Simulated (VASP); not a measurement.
# TiO2 (Rutile) (P4_2/mnm) in VASP: notebook

Runs on TiO2 (Rutile). Level: PBE. Tasks: single point.

Program: VASP 6.6.1. These are calculated values, not measurements. Logs are shortened: lines on timing, memory, paths and dates and some standing lists are left out, and cuts for length are marked.

### Step 1. The cell of the first run

The structure is tetragonal, space group P4_2/mnm (No. 136). The conventional cell has a = 4.496 Å, b = 4.496 Å, c = 2.918 Å, α = 90.00°, β = 90.00°, γ = 90.00°. Ti (site symmetry mmm) has 6 O at 1.92 Å within 2.6 Å. O (site symmetry m2m) has 3 Ti at 1.92 Å and 1 O at 2.51 Å within 2.6 Å.

### Step 2. Single point, PBE

INCAR reads:

```
SYSTEM = TiO2
  ALGO = Normal
  EDIFF = 1E-6
  ENCUT = 520
  GGA = PE
  ISIF = 2
  ISMEAR = 0
  LASPH = .True.
  LCHARG = .True.
  LELF = .True.
  LREAL = .False.
  LVHAR = .True.
  LWAVE = .False.
  NBANDS = 33
  NELM = 60
  PREC = Accurate
  SIGMA = 0.01
```

KPOINTS reads:

```
k-points
0
Gamma
  4 4 6
  0 0 0
```

POSCAR reads:

```
TiO2
1.0
    4.4959551446      0.0000000000      0.0000000000
    0.0000000000      4.4959551446      0.0000000000
    0.0000000000      0.0000000000      2.9178387113
Ti O
2 4
Direct
    0.0000000000      0.0000000000      0.0000000000
    0.5000000000      0.5000000000      0.5000000000
    0.3026608561      0.3026608561      0.0000000000
    0.1973391439      0.8026608561      0.5000000000
    0.6973391439      0.6973391439      0.0000000000
    0.8026608561      0.1973391439      0.5000000000
```

Potentials or basis: VASP PAW PBE potentials, release 64 (Ti_sv, O).

The run is started by

```
$ cat potpaw_PBE.64/Ti_sv/POTCAR potpaw_PBE.64/O/POTCAR > POTCAR
$ mpirun -np 1 vasp_std > vasp.out
```

OUTCAR:

```text
SYSTEM = TiO2
   EDIFF = 1E-6
   ENCUT = 520
   GGA = PE
   ISIF = 2
   ISMEAR = 0
   LASPH = .True.
   LREAL = .False.
   NELM = 60
   PREC = Accurate

 ion  position               nearest neighbor table
   1  0.000  0.000  0.000-   4 1.92   6 1.92   4 1.92   6 1.92   5 1.92   3 1.92
   2  0.500  0.500  0.500-   3 1.92   5 1.92   3 1.92   5 1.92   4 1.92   6 1.92
   3  0.303  0.303  0.000-   2 1.92   2 1.92   1 1.92
   4  0.197  0.803  0.500-   1 1.92   1 1.92   2 1.92
   5  0.697  0.697  0.000-   2 1.92   2 1.92   1 1.92
   6  0.803  0.197  0.500-   1 1.92   1 1.92   2 1.92

  LATTYP: Found a simple tetragonal cell.
 ALAT       =     4.4959551446
 C/A-ratio  =     0.6489919533

  Lattice vectors:

 A1 = (   4.4959551446,   0.0000000000,   0.0000000000)
 A2 = (   0.0000000000,   4.4959551446,   0.0000000000)
 A3 = (   0.0000000000,   0.0000000000,   2.9178387113)

Analysis of symmetry for initial positions (statically):
=====================================================================
 Subroutine PRICEL returns:
 Original cell was already a primitive cell.

 Routine SETGRP: Setting up the symmetry group for a
 simple tetragonal supercell.

 Subroutine GETGRP returns: Found 16 space group operations
 (whereof  8 operations were pure point group operations)
 out of a pool of 16 trial point group operations.

The static configuration has the point symmetry D_2h.
 The point group associated with its full space group is D_4h.

Analysis of symmetry for dynamics (positions and initial velocities):
=====================================================================
 Subroutine PRICEL returns:
 Original cell was already a primitive cell.

 Routine SETGRP: Setting up the symmetry group for a
 simple tetragonal supercell.

 Subroutine GETGRP returns: Found 16 space group operations
 (whereof  8 operations were pure point group operations)
 out of a pool of 16 trial point group operations.

The dynamic configuration has the point symmetry D_2h.
 The point group associated with its full space group is D_4h.

 Subroutine INISYM returns: Found 16 space group operations
 (whereof  8 operations are pure point group operations),
 and found     1 'primitive' translations

[... 100 lines left out ...]
   NELM   =     60;   NELMIN=  2; NELMDL= -5     # of ELM steps
   EDIFF  = 0.1E-05   stopping-criterion for ELM
   LREAL  =      F    real-space projection
   EDIFFG = 0.1E-04   stopping-criterion for IOM
   NSW    =      0    number of steps for IOM
   IBRION =     -1    ionic relax: 0-MD 1-quasi-New 2-CG
   NFREE  =      0    steps in history (QN), initial steepest desc. (CG)
   ISIF   =      2    stress and relaxation
   ISYM   =      2    0-nonsym 1-usesym 2-fastsym
   POTIM  = 0.5000    time-step for ionic-motion
   TEBEG  =    0.0;   TEEND  =   0.0 temperature during run
   PSTRESS=    0.0 pullay stress
   NELECT =      48.0000    total number of electrons
   NUPDOWN=      -1.0000    fix difference up-down
   EMIN   =  10.00;   EMAX   =-10.00  energy-range for DOS
   EFERMI =   0.00;   METHOD = LEGACY
   ISMEAR =     0;   SIGMA  =   0.01  broadening in eV -4-tet -1-fermi 0-gaus
   EFERMI_NEDOS =   21; number of points for ismear=-14 and -15
   IALGO  =     38    algorithm
   IMIX   =      4    mixing-type and parameters
     AMIX     =   0.40;   BMIX     =  1.00
     AMIX_MAG =   1.60;   BMIX_MAG =  1.00
  volume/ion in A,a.u.               =       9.83        66.34
  Fermi-wavevector in a.u.,A,eV,Ry     =   1.528458  2.888367 31.785710  2.336184
  Thomas-Fermi vector in A             =   2.636214
   LORBIT       =      0    0 simple, 1 ext, 2 COOP (PROOUT), +10 PAW based schemes
   GGA     = PE    functional components
   LHFCALC =     F    Hartree Fock is set to
   AEXX    =    0.0000 exact exchange contribution
   IVDW    =     0    specifies the selected vdW correction
   LEPSILON=     F    determine dielectric tensor
   LRPA    =     F    only Hartree local field effects (RPA)
 non-spin polarized calculation
 Gauss-broadening in eV      SIGMA  =   0.01
  energy-cutoff  :      520.00
  volume of cell :       58.98
 maximum number of plane-waves:      1620
 NGX is ok and might be reduce to    36
   NGX = 17   NGY = 17   NGZ = 11

 number of electron      47.9999986 magnetization

 Free energy of the ion-electron system (eV)
  ---------------------------------------------------
  ext. energy  EPLUGINS =         0.00000000
  ---------------------------------------------------
  free energy    TOTEN  =       -53.36429713 eV

  energy without entropy =      -53.36429713  energy(sigma->0) =      -53.36429713

 E-fermi :   5.5974     XC(G=0): -11.7261

 val. band max:        5.5178460048   @ k =   0.0000   0.0000   0.0000
 cond. band min:       7.4262372653   @ k =   0.0000   0.0000   0.0000
 fundamental gap:      1.9083912605
 Fermi energy:         5.5974159245

 k-point     1 :       0.0000    0.0000    0.0000
  band No.  band energies     occupation
      1     -51.2856      2.00000
      2     -51.2618      2.00000
      3     -27.6549      2.00000
      4     -27.6549      2.00000
      5     -27.4467      2.00000
      6     -27.4467      2.00000
[... 853 lines left out ...]
     32      11.8620      0.00000
     33      11.9348      0.00000

------------------------ aborting loop because EDIFF is reached ----------------------------------------

  FORCE on cell =-STRESS in cart. coord.  units (eV):
  Direction    XX          YY          ZZ          XY          YZ          ZX
  --------------------------------------------------------------------------------------
  -------------------------------------------------------------------------------------
  Total        7.6258026      7.6258026      7.7095265      0.0000000      0.0000000      0.0000000
  in kB      207.1528537    207.1528537    209.4271913      0.0000000      0.0000000      0.0000000
  external PRESSURE =     207.9109662 kB  Pullay stress =       0.0000000 kB

 VOLUME and BASIS-vectors are now :
 -----------------------------------------------------------------------------
  energy-cutoff  :      520.00
  volume of cell :       58.98
      direct lattice vectors                 reciprocal lattice vectors
     4.495955145  0.000000000  0.000000000     0.222422148  0.000000000  0.000000000
     0.000000000  4.495955145  0.000000000     0.000000000  0.222422148  0.000000000
     0.000000000  0.000000000  2.917838711     0.000000000  0.000000000  0.342719423

 POSITION                                       TOTAL-FORCE (eV/Angst)
 -----------------------------------------------------------------------------------
      0.00000      0.00000      0.00000         0.000000     -0.000000      0.000000
      2.24798      2.24798      1.45892         0.000000     -0.000000      0.000000
      1.36075      1.36075      0.00000        -0.014050     -0.014050     -0.000000
      0.88723      3.60873      1.45892         0.014050     -0.014050     -0.000000
      3.13521      3.13521      0.00000         0.014050      0.014050      0.000000
      3.60873      0.88723      1.45892        -0.014050      0.014050      0.000000
 -----------------------------------------------------------------------------------
    total drift:                               -0.000000      0.000000      0.000000

  FREE ENERGIE OF THE ION-ELECTRON SYSTEM (eV)
  ---------------------------------------------------
  free  energy   TOTEN  =       -53.3642971342 eV

  energy  without entropy=      -53.3642971342  energy(sigma->0) =      -53.36429713
```

OSZICAR:

```text
N       E                     dE             d eps       ncg     rms          rms(c)
DAV:   1     0.655523789358E+03    0.65552E+03   -0.24286E+04  1584   0.174E+03
DAV:   2     0.246585388106E+02   -0.63087E+03   -0.58100E+03  1756   0.517E+02
DAV:   3    -0.655903977405E+02   -0.90249E+02   -0.88481E+02  2123   0.189E+02
DAV:   4    -0.702507973685E+02   -0.46604E+01   -0.46512E+01  2309   0.404E+01
DAV:   5    -0.704039433619E+02   -0.15315E+00   -0.15313E+00  2127   0.606E+00    0.335E+01
DAV:   6    -0.534258545698E+02    0.16978E+02   -0.71097E+01  2077   0.906E+01    0.104E+01
DAV:   7    -0.535214725624E+02   -0.95618E-01   -0.11651E+01  1932   0.304E+01    0.986E+00
DAV:   8    -0.533701378703E+02    0.15133E+00   -0.48767E-01  2065   0.670E+00    0.634E+00
DAV:   9    -0.534243620437E+02   -0.54224E-01   -0.65106E-01  1978   0.899E+00    0.253E+00
DAV:  10    -0.533707154339E+02    0.53647E-01   -0.21617E-01  1972   0.547E+00    0.869E-01
DAV:  11    -0.533644500656E+02    0.62654E-02   -0.21531E-02  2183   0.109E+00    0.166E-01
DAV:  12    -0.533644291737E+02    0.20892E-04   -0.10787E-03  2201   0.246E-01    0.860E-02
DAV:  13    -0.533642949937E+02    0.13418E-03   -0.37233E-04  2009   0.258E-01    0.151E-02
DAV:  14    -0.533642963895E+02   -0.13958E-05   -0.19544E-05  2096   0.381E-02    0.484E-03
DAV:  15    -0.533642971342E+02   -0.74472E-06   -0.27010E-06  1558   0.146E-02
   1 F= -.53364297E+02 E0= -.53364297E+02  d E =-.187221E-31
```

stdout:

```text
POSCAR found type information on POSCAR TiO
 POSCAR found :  2 types and       6 ions
 scaLAPACK will be used
 LDA part: xc-table for (Slater+PW92), standard interpolation
 POSCAR, INCAR and KPOINTS ok, starting setup
 FFT: planning ... GRIDC
 FFT: planning ... GRID_SOFT
 FFT: planning ... GRID
 WAVECAR not read
 entering main loop
```

Wall time 46 s (1 thread of AMD EPYC 7R43 (Zen 3), shared host); peak memory 0.15 GiB.

Results:

| Item | Value |
| --- | --- |
| Free energy | -53.3643 eV |
| Pressure | 20.8 GPa |
| Largest force | 0.020 eV/Å |
| Band gap on the k mesh | 1.91 eV, direct |

Forces on the atoms (eV/Å):
```
Ti   0.000  0.000  0.000
Ti   0.000  0.000  0.000
O   -0.014 -0.014  0.000
O    0.014 -0.014  0.000
O    0.014  0.014  0.000
O   -0.014  0.014  0.000
```

Stress tensor (GPa, compression positive):
```
20.72  0.00  0.00
 0.00 20.72  0.00
 0.00  0.00 20.94
```

Levels at points of the mesh, in eV from the valence-band top:
```tsv
k point	band 21	band 22	band 23	band 24	band 25	band 26	band 27	band 28
(0.00, 0.00, 0.00)	-0.76	-0.50	-0.50	0.00	1.91	2.21	2.45	2.59
(0.50, 0.00, 0.00)	-1.81	-1.81	-0.81	-0.81	2.64	2.64	3.22	3.22
(0.50, 0.50, 0.00)	-1.41	-1.41	-1.14	-1.14	1.95	1.95	2.62	2.62
(0.00, 0.00, 0.50)	-2.69	-2.69	-1.48	-1.48	3.18	3.18	3.33	3.33
(0.50, 0.00, 0.50)	-2.17	-2.17	-1.15	-1.15	1.97	1.97	3.35	3.35
(0.50, 0.50, 0.50)	-1.47	-1.47	-0.68	-0.68	2.75	2.75	3.35	3.35
```

A k mesh can miss the band edges.

### Step 3. Single point, PBE

This run uses another cell than the first one, of 10.19 Å³/atom, 1.037 times its volume.

INCAR reads:

```
PREC     = Accurate       # precision mode
ENCUT    = 520            # plane-wave cutoff, eV
EDIFF    = 1E-6           # SCF threshold, eV
ISMEAR   = 0              # smearing method
SIGMA    = 0.01           # smearing width, eV
LREAL    = F              # projectors in reciprocal space
LASPH    = T              # aspherical terms in the spheres
NELM     = 100            # most SCF steps
ALGO     = Normal         # electronic algorithm
ISIF     = 2              # what is computed and relaxed
LWAVE    = F              # write WAVECAR
LCHARG   = F              # write CHGCAR
GGA      = PE             # functional
NBANDS   = 33             # bands
```

KPOINTS reads:

```
regular mesh
0
Gamma
  4 4 6
```

POSCAR reads:

```
TiO2
1.0
    4.5609603612      0.0000000000      0.0000000000
    0.0000000000      4.5609603612      0.0000000000
    0.0000000000      0.0000000000      2.9401395760
Ti O
2 4
Direct
    0.0000000000      0.0000000000      0.0000000000
    0.5000000000      0.5000000000      0.5000000000
    0.3035785671      0.3035785671      0.0000000000
    0.1964214329      0.8035785671      0.5000000000
    0.6964214329      0.6964214329      0.0000000000
    0.8035785671      0.1964214329      0.5000000000
```

Potentials or basis: VASP PAW PBE potentials, release 64 (Ti_sv, O).

The run is started by

```
$ cat potpaw_PBE.64/Ti_sv/POTCAR potpaw_PBE.64/O/POTCAR > POTCAR
$ mpirun -np 1 vasp_std > vasp.out
```

Run time: 48 s. Hardware: 1 thread of AMD EPYC 7R43 (Zen 3), shared host; peak memory 0.16 GiB.

It converged, with:

```yaml
Free_energy: -53.5791 eV
Pressure: 10.7 GPa
Largest_force: 0.023 eV/Å
Band_gap_on_the_k_mesh: 1.86 eV, direct
```

Forces on the atoms (eV/Å):
```
Ti   0.000  0.000  0.000
Ti   0.000  0.000  0.000
O   -0.017 -0.017  0.000
O    0.017 -0.017  0.000
O    0.017  0.017  0.000
O   -0.017  0.017  0.000
```

Stress tensor (GPa, compression positive):
```
10.59  0.00  0.00
 0.00 10.59  0.00
 0.00  0.00 10.87
```

Levels at points of the mesh, in eV from the valence-band top:
```tsv
k point	band 20	band 21	band 22	band 23	band 24	band 25	band 26	band 27	band 28	band 29
(0.00, 0.00, 0.00)	-2.04	-0.73	-0.48	-0.48	0.00	1.86	2.15	2.41	2.52	2.52
(0.50, 0.00, 0.00)	-3.14	-1.70	-1.70	-0.77	-0.77	2.55	2.55	3.09	3.09	3.62
(0.50, 0.50, 0.00)	-2.27	-1.34	-1.34	-1.11	-1.11	1.90	1.90	2.55	2.55	3.90
(0.00, 0.00, 0.50)	-2.82	-2.48	-2.48	-1.45	-1.45	3.04	3.04	3.23	3.23	3.72
(0.50, 0.00, 0.50)	-2.42	-2.09	-2.09	-1.08	-1.08	1.92	1.92	3.25	3.25	3.98
(0.50, 0.50, 0.50)	-2.78	-1.36	-1.36	-0.68	-0.68	2.64	2.64	3.24	3.24	3.27
```

[end of part 1 of 2]
